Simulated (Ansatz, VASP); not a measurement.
# LiCl: VASP beside Ansatz

File INCAR:

```
SYSTEM = LiCl
ALGO     = Normal         ! electronic algorithm
EDIFF    = 1E-7           ! SCF threshold, eV
ENCUT    = 520            ! plane-wave cutoff, eV
GGA      = PE             ! functional
ISIF     = 2              ! what is computed and relaxed
ISMEAR   = 0              ! smearing method
LASPH    = .TRUE.         ! aspherical terms in the spheres
LCHARG   = .FALSE.        ! write CHGCAR
LREAL    = .FALSE.        ! projectors in reciprocal space
LWAVE    = .FALSE.        ! write WAVECAR
NBANDS   = 12             ! bands
NELM     = 100            ! most SCF steps
PREC     = Accurate       ! precision mode
SIGMA    = 0.01           ! smearing width, eV
```

File KPOINTS:

```
k-points
0
G
  8 8 8
  0 0 0
```

The input POSCAR:

```
LiCl
1.0
    0.0000000000      2.5491225941      2.5491225941
    2.5491225941      0.0000000000      2.5491225941
    2.5491225941      2.5491225941      0.0000000000
Li Cl
1 1
Direct
    0.0000000000      0.0000000000      0.0000000000
    0.5000000000      0.5000000000      0.5000000000
```

Input for Ansatz:

```yaml
crystal:
  lattice:
    - [0.0, 2.5491225941, 2.5491225941]
    - [2.5491225941, 0.0, 2.5491225941]
    - [2.5491225941, 2.5491225941, 0.0]
  atoms:
    - { symbol: Li, position: [0.0, 0.0, 0.0] }
    - { symbol: Cl, position: [0.5, 0.5, 0.5] }
kpoints:
  mp_grid: { grid: [8, 8, 8] }
hamiltonian:
  xc: pbe
scf:
  occupations: { method: fixed }
  n_extra_bands: 4
output:
  forces: true
  stress: true
  eigenvalues: true
```

Alike in both runs: task single point; functional PBE; k mesh 8 × 8 × 8; no spin polarisation.

|  | VASP | Ansatz |
| --- | --- | --- |
| version | VASP 6.6.1 | Ansatz 0.2.0 |
| potentials or method | VASP PAW PBE potentials, release 64 (Li_sv, Cl) | plane waves, PAW |
| plane-wave cutoff (eV) | 520 | 420 |
| occupations | gaussian, width 0.01 eV | fixed |
| valence electrons in the cell | 10 | 10 |

Ansatz gave:

```
gap on the k mesh at the Fermi level (eV) : 6.43
```

Problem. What did VASP give for the same quantities?

Solution. gap on the k mesh at the Fermi level (eV): 6.45.

Noted on VASP's run: the cutoff is short for stress, so the pressure is rough.
